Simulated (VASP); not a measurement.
# AlN (F-43m) in VASP: further runs

Aim: see how the results for AlN move with the level of theory and the settings. Levels: r2SCAN, LDA. Tasks: G0W0 quasiparticle levels.

Everything below comes from runs of VASP 6.6.1. Logs are shortened: lines on timing, memory, paths and dates and some standing lists are left out, and cuts for length are marked.

## (1) The cell of the first run

The structure is cubic, space group F-43m (No. 216). Conventional cell: a = 4.370 Å, b = 4.370 Å, c = 4.370 Å, α = 90.00°, β = 90.00°, γ = 90.00°. Within 2.5 Å of Al (site symmetry -43m) lie 4 N at 1.89 Å. Within 2.5 Å of N (site symmetry -43m) lie 4 Al at 1.89 Å.

## (2) G0W0 quasiparticle levels, r2SCAN

Contents of POSCAR:

```
AlN
1.0
    0.0000000000      2.1848764218      2.1848764218
    2.1848764218      0.0000000000      2.1848764218
    2.1848764218      2.1848764218      0.0000000000
Al N
1 1
Direct
    0.0000000000      0.0000000000      0.0000000000
    0.2500000000      0.2500000000      0.2500000000
```

Contents of INCAR.step1:

```
ALGO     = Normal         # electronic algorithm
EDIFF    = 1E-8           # SCF threshold, eV
ENCUT    = 500            # plane-wave cutoff, eV
ISMEAR   = 0              # smearing method
LASPH    = T              # aspherical terms in the spheres
LCHARG   = F              # write CHGCAR
LMIXTAU  = T            
LREAL    = F              # projectors in reciprocal space
LWAVE    = T              # write WAVECAR
METAGGA  = R2SCAN         # meta-GGA
NELM     = 80             # most SCF steps
PREC     = Accurate       # precision mode
SIGMA    = 0.01           # smearing width, eV
```

Contents of INCAR.step2:

```
ALGO     = Exact          # electronic algorithm
EDIFF    = 1E-8           # SCF threshold, eV
ENCUT    = 500            # plane-wave cutoff, eV
ISMEAR   = 0              # smearing method
ISTART   = 1            
LASPH    = T              # aspherical terms in the spheres
LCHARG   = F              # write CHGCAR
LMIXTAU  = T            
LOPTICS  = T              # frequency-dependent dielectric function
LREAL    = F              # projectors in reciprocal space
LWAVE    = T              # write WAVECAR
METAGGA  = R2SCAN         # meta-GGA
NBANDS   = 82             # bands
NELM     = 1              # most SCF steps
PREC     = Accurate       # precision mode
SIGMA    = 0.01           # smearing width, eV
```

Contents of INCAR.step3:

```
ALGO     = EVGW0          # electronic algorithm
EDIFF    = 1E-8           # SCF threshold, eV
ENCUT    = 500            # plane-wave cutoff, eV
ENCUTGW  = 140.0          # cutoff of the response function
ISMEAR   = 0              # smearing method
ISTART   = 1            
LASPH    = T              # aspherical terms in the spheres
LCHARG   = F              # write CHGCAR
LMIXTAU  = T            
LREAL    = F              # projectors in reciprocal space
LWAVE    = F              # write WAVECAR
METAGGA  = R2SCAN         # meta-GGA
NBANDS   = 82             # bands
NBANDSGW = 12           
NELMGW   = 1            
NOMEGA   = 96             # frequency points
OMEGAMAX = 20           
PREC     = Accurate       # precision mode
PRECFOCK = Fast         
SIGMA    = 0.01           # smearing width, eV
```

Contents of KPOINTS:

```
k-points
0
Gamma
  6 6 6
```

Potentials or basis: VASP PAW PBE potentials, release 64 (Al_GW, N_GW).

On the command line:

```console
$ cat potpaw_PBE.64/Al_GW/POTCAR potpaw_PBE.64/N_GW/POTCAR > POTCAR
$ cp INCAR.step1 INCAR
$ mpirun -np 1 vasp_std > vasp.out
$ cp INCAR.step2 INCAR
$ mpirun -np 1 vasp_std > vasp.out
$ cp INCAR.step3 INCAR
$ mpirun -np 1 vasp_std > vasp.out
```

OUTCAR:

```text
EDIFF = 1E-8
   ENCUT = 500
   ENCUTGW = 140.0
   ISMEAR = 0
   ISTART = 1
   LASPH = T
   LREAL = F
   METAGGA = R2SCAN
   NELMGW = 1
   PREC = Accurate
   PRECFOCK = Fast

 ion  position               nearest neighbor table
   1  0.000  0.000  0.000-   2 1.89   2 1.89   2 1.89   2 1.89
   2  0.250  0.250  0.250-   1 1.89   1 1.89   1 1.89   1 1.89

  LATTYP: Found a face centered cubic cell.
 ALAT       =     4.3697528436

  Lattice vectors:

 A1 = (   0.0000000000,   2.1848764218,   2.1848764218)
 A2 = (   2.1848764218,   0.0000000000,   2.1848764218)
 A3 = (   2.1848764218,   2.1848764218,   0.0000000000)

Analysis of symmetry for initial positions (statically):
=====================================================================
 Subroutine PRICEL returns:
 Original cell was already a primitive cell.

 Routine SETGRP: Setting up the symmetry group for a
 face centered cubic supercell.

 Subroutine GETGRP returns: Found 24 space group operations
 (whereof 24 operations were pure point group operations)
 out of a pool of 48 trial point group operations.

The static configuration has the point symmetry T_d .

Analysis of symmetry for dynamics (positions and initial velocities):
=====================================================================
 Subroutine PRICEL returns:
 Original cell was already a primitive cell.

 Routine SETGRP: Setting up the symmetry group for a
 face centered cubic supercell.

 Subroutine GETGRP returns: Found 24 space group operations
 (whereof 24 operations were pure point group operations)
 out of a pool of 48 trial point group operations.

The dynamic configuration has the point symmetry T_d .

 Subroutine INISYM returns: Found 24 space group operations
 (whereof 24 operations are pure point group operations),
 and found     1 'primitive' translations

----------------------------------------------------------------------------------------

                                     Primitive cell

  volume of cell :      20.8598

  direct lattice vectors                    reciprocal lattice vectors
     0.000000000  2.184876422  2.184876422    -0.228845895  0.228845895  0.228845895
     2.184876422  0.000000000  2.184876422     0.228845895 -0.228845895  0.228845895
     2.184876422  2.184876422  0.000000000     0.228845895  0.228845895 -0.228845895

  length of vectors
     3.089881868  3.089881868  3.089881868     0.396372717  0.396372717  0.396372717

  position of ions in fractional coordinates (direct lattice)
     0.000000000  0.000000000  0.000000000
     0.250000000  0.250000000  0.250000000

  ion indices of the primitive-cell ions
   primitive index   ion index
                 1           1
                 2           2

----------------------------------------------------------------------------------------

 KPOINTS: k-points

Automatic generation of k-mesh.
 Grid dimensions read from file:
 generate k-points for:    6    6    6

 Generating k-lattice:

  Cartesian coordinates                     Fractional coordinates (reciprocal lattice)
    -0.038140982  0.038140982  0.038140982     0.166666667  0.000000000  0.000000000
     0.038140982 -0.038140982  0.038140982     0.000000000  0.166666667  0.000000000
     0.038140982  0.038140982 -0.038140982     0.000000000  0.000000000  0.166666667

  Length of vectors
     0.066062120  0.066062120  0.066062120

  Shift w.r.t. Gamma in fractional coordinates (k-lattice)
     0.000000000  0.000000000  0.000000000

 Subroutine IBZKPT returns following result:
 ===========================================

 Found     16 irreducible k-points:

 Following reciprocal coordinates:
            Coordinates               Weight
  0.000000  0.000000  0.000000      1.000000
  0.166667  0.000000  0.000000      8.000000
  0.333333  0.000000  0.000000      8.000000
  0.500000  0.000000  0.000000      4.000000
  0.166667  0.166667  0.000000      6.000000
  0.333333  0.166667  0.000000     24.000000
[... 8 lines left out ...]
 -0.333333  0.333333  0.166667     24.000000
 -0.333333  0.500000  0.166667     12.000000
   k-points           NKPTS =     16   k-points in BZ     NKDIM =    216   number of bands    NBANDS=     82
   number of dos      NEDOS =    301   number of ions     NIONS =      2
   total plane-waves  NPLWV =  13824
   dimension x,y,z NGX =    24 NGY =   24 NGZ =   24
   dimension x,y,z NGXF=    48 NGYF=   48 NGZF=   48
   ions per type =               1   1
   NGX,Y,Z   is equivalent  to a cutoff of  12.91, 12.91, 12.91 a.u.
   NGXF,Y,Z  is equivalent  to a cutoff of  25.83, 25.83, 25.83 a.u.
 SYSTEM =  unknown system
   PREC   = accura    normal or accurate (medium, high low for compatibility)
   ISTART =      1    job   : 0-new  1-cont  2-samecut
   ICHARG =      0    charge: 1-file 2-atom 10-const
   ISPIN  =      1    spin polarized calculation?
   LNONCOLLINEAR =      F non collinear calculations
   LSORBIT =      F    spin-orbit coupling
   LASPH  =      T    aspherical Exc in radial PAW
   ENCUT  =  500.0 eV  36.75 Ry    6.06 a.u.   5.63  5.63  5.63*2*pi/ulx,y,z
   NELM   =     60;   NELMIN=  2; NELMDL=  0     # of ELM steps
   EDIFF  = 0.1E-07   stopping-criterion for ELM
   LREAL  =      F    real-space projection
   EDIFFG = 0.1E-06   stopping-criterion for IOM
   NSW    =      0    number of steps for IOM
   IBRION =     -1    ionic relax: 0-MD 1-quasi-New 2-CG
   NFREE  =      0    steps in history (QN), initial steepest desc. (CG)
   ISIF   =      0    stress and relaxation
   ISYM   =      3    0-nonsym 1-usesym 2-fastsym
   POTIM  = 0.5000    time-step for ionic-motion
   TEBEG  =    0.0;   TEEND  =   0.0 temperature during run
   PSTRESS=    0.0 pullay stress
   NELECT =       8.0000    total number of electrons
   NUPDOWN=      -1.0000    fix difference up-down
   EMIN   =  10.00;   EMAX   =-10.00  energy-range for DOS
   EFERMI =   0.00;   METHOD = LEGACY
   ISMEAR =     0;   SIGMA  =   0.01  broadening in eV -4-tet -1-fermi 0-gaus
   EFERMI_NEDOS =   21; number of points for ismear=-14 and -15
   IALGO  =     38    algorithm
   IMIX   =      4    mixing-type and parameters
     AMIX     =   0.40;   BMIX     =  1.00
     AMIX_MAG =   1.60;   BMIX_MAG =  1.00
  volume/ion in A,a.u.               =      10.43        70.38
  Fermi-wavevector in a.u.,A,eV,Ry     =   1.189418  2.247675 19.248378  1.414716
  Thomas-Fermi vector in A             =   2.325526
   LORBIT       =      0    0 simple, 1 ext, 2 COOP (PROOUT), +10 PAW based schemes
   METAGGA = R2SCAN    functional components
   LHFCALC =     T    Hartree Fock is set to
   PRECFOCK=fast      Normal, Fast or Accurate (Low or Medium for compatibility)
   ENCUT4O =  -1.0   cutoff for four orbital integrals eV
   NKREDX  =     1    reduce k-point grid by
   NKREDY  =     1    reduce k-point grid by
   NKREDZ  =     1    reduce k-point grid by
   AEXX    =    1.0000 exact exchange contribution
   HFSCREEN=    0.0000 screening length (either q_TF or 0.3 A-1)
   HFSCREENC=   0.0000 screening length for correlation (either q_TF or 0.3 A-1)
   ENCUTFOCK=  -1.0 apply spherical cutoff to Coloumb kernel
   IVDW    =     0    specifies the selected vdW correction
   LEPSILON=     F    determine dielectric tensor
   LRPA    =     F    only Hartree local field effects (RPA)
   LRPAFORCE           =     F    calculate RPA forces
   ENCUTGW             = 140.0    cutoff for response function in eV
   ENCUTGWSOFT         = 112.0    soft cutoff for Coulomb kernel in GW response function in eV
   ENCUTLF             =  -1.0    cutoff for local field effects
   NELMGW              =     1    number of iterations in solving QP/BSE equation
   NELMHF              =     1    number of iterations in the inner HF iteration
   NKREDLFX            =     1    NKREDLFY  =   1   NKREDLFZ  =   1
 non-spin polarized calculation
 Gauss-broadening in eV      SIGMA  =   0.01
  energy-cutoff  :      500.00
  volume of cell :       20.86
 maximum number of plane-waves:       544
 NGX is ok and might be reduce to    24
  NGX = 14; NGY = 14; NGZ = 14
   NGX = 11   NGY = 11   NGZ = 11
 maximum number of plane-waves:        82
 NGX is ok and might be reduce to    14

 QP shifts <psi_nk| G(iteration)W_0 |psi_nk>: iteration 1
 for sc-GW calculations column KS-energies equals QP-energies in previous step
 and V_xc(KS)=  KS-energies - (<T + V_ion + V_H > + <T+V_H+V_ion>^1  + <V_x>^1)

 k-point   1 :       0.0000    0.0000    0.0000
  band No.  KS-energies  QP-energies   sigma(KS)   V_xc(KS)     V^pw_x(r,r')   Z            occupation Imag(sigma)

      1     -11.0887     -11.8684     -17.1411     -16.1086     -24.9902       0.7551       2.0000       1.2152
      2       4.6654       4.0083     -17.9298     -17.1017     -20.8327       0.7934       2.0000       0.0333
      3       4.6654       4.0083     -17.9298     -17.1017     -20.8327       0.7934       2.0000       0.0333
      4       4.6654       4.0083     -17.9298     -17.1017     -20.8327       0.7934       2.0000       0.0333
      5       9.5220      10.1161     -11.2558     -11.9768      -7.5671       0.8240       0.0000      -0.0454
      6      18.1417      18.7361      -8.8588      -9.5876      -4.0383       0.8156       0.0000      -0.0785
      7      18.1417      18.7361      -8.8588      -9.5876      -4.0383       0.8156       0.0000      -0.0785
      8      18.1417      18.7361      -8.8588      -9.5876      -4.0383       0.8156       0.0000      -0.0785
      9      23.2446      23.9082      -9.0096      -9.8418      -3.7342       0.7973       0.0000      -0.2026
     10      23.2446      23.9082      -9.0096      -9.8418      -3.7342       0.7973       0.0000      -0.2026
     11      24.9100      24.9017      -8.7165      -8.7059      -2.5589       0.7849       0.0000      -0.5224
     12      24.9100      24.9017      -8.7165      -8.7059      -2.5589       0.7849       0.0000      -0.5224

 k-point   2 :       0.1667    0.0000    0.0000
  band No.  KS-energies  QP-energies   sigma(KS)   V_xc(KS)     V^pw_x(r,r')   Z            occupation Imag(sigma)
[... 225 lines left out ...]
      1      -8.4126      -8.9633     -18.8552     -18.1176     -26.3576       0.7467       2.0000       0.8431
      2       0.3063      -0.7520     -15.5264     -14.1265     -19.1950       0.7560       2.0000       0.0743
      3       1.8430       0.8716     -16.1697     -14.9149     -19.4975       0.7742       2.0000       0.0532
      4       2.1593       1.1941     -15.7712     -14.5337     -18.8547       0.7801       2.0000       0.0466
      5      10.5601      11.0511      -9.9351     -10.5313      -6.1321       0.8236       0.0000      -0.0476
      6      15.8790      16.4793      -9.7436     -10.4751      -5.2780       0.8207       0.0000      -0.0599
      7      18.5976      19.1067      -9.6309     -10.2714      -4.2305       0.7949       0.0000      -0.1732
      8      18.8000      19.6800     -12.1022     -13.2331      -6.6908       0.7782       0.0000      -0.1344
      9      22.4457      22.8776     -10.1702     -10.7386      -3.9666       0.7600       0.0000      -0.3060
     10      26.1108      26.3472      -9.1161      -9.4175      -2.9942       0.7843       0.0000      -0.4558
     11      30.4983      31.1633     -10.6479     -11.4756      -4.0499       0.8034       0.0000      -0.9014
     12      31.5212      32.3496     -10.5392     -11.5741      -4.2206       0.8004       0.0000      -0.7975
```

It took 1.7 min on 1 thread of Intel Xeon 6975P-C (Granite Rapids), shared host; peak memory 0.37 GiB.

What came out:

| Item | Value |
| --- | --- |
| Quasiparticle gap | 4.89 eV |
| Least direct quasiparticle gap | 6.11 eV |
| Band gap of the starting levels on the mesh | 3.94 eV |
| Least direct gap of the starting levels on the mesh | 4.86 eV |

Caveat: the k points lie up to 0.42 Å⁻¹ apart; bands, screening cutoff and mesh are small and nothing is extrapolated, so the quasiparticle values aren't converged; the structure was generated, so it needn't be the stable form of AlN.

(Continued in part 2 of 2.)
